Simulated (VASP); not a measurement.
A run of VASP 6.6.1:

Contents of INCAR:

```
SYSTEM = TiO2
ALGO = Normal
EDIFF = 1E-6
ENCUT = 520
GGA = PE
ISIF = 2
ISMEAR = -1
LASPH = .True.
LCHARG = .False.
LREAL = .False.
LWAVE = .False.
NBANDS = 33
NELM = 80
PREC = Accurate
SIGMA = 0.08
```

The input KPOINTS:

```
k-points
0
Gamma
  8 8 11
  0 0 0
```

File POSCAR:

```
TiO2
1.0
    4.0847339710      0.0000000000      0.0000000000
    0.0000000000      4.0847339710      0.0000000000
    0.0000000000      0.0000000000      2.7574681389
Ti O
2 4
Direct
    0.0000000000      0.0000000000      0.0000000000
    0.5000000000      0.5000000000      0.5000000000
    0.3012082530      0.3012082530      0.0000000000
    0.6987917470      0.6987917470      0.0000000000
    0.8012082530      0.1987917470      0.5000000000
    0.1987917470      0.8012082530      0.5000000000
```

Potentials or basis: VASP PAW PBE potentials, release 64 (Ti_sv, O).

Command:

```sh
$ cat potpaw_PBE.64/Ti_sv/POTCAR potpaw_PBE.64/O/POTCAR > POTCAR
$ mpirun -np 1 vasp_std > vasp.out
```

Hardware: 1 thread of AMD EPYC 7R43 64-Core Processor (Zen 3), with other jobs on the host.

**Question.** How long does it take, and how much memory?

**Answer.** Run time: 3.1 min on 1 thread of AMD EPYC 7R43 64-Core Processor (Zen 3), on a shared host, peak memory 0.2 GiB. Counts: scf iterations 15, k points 90.
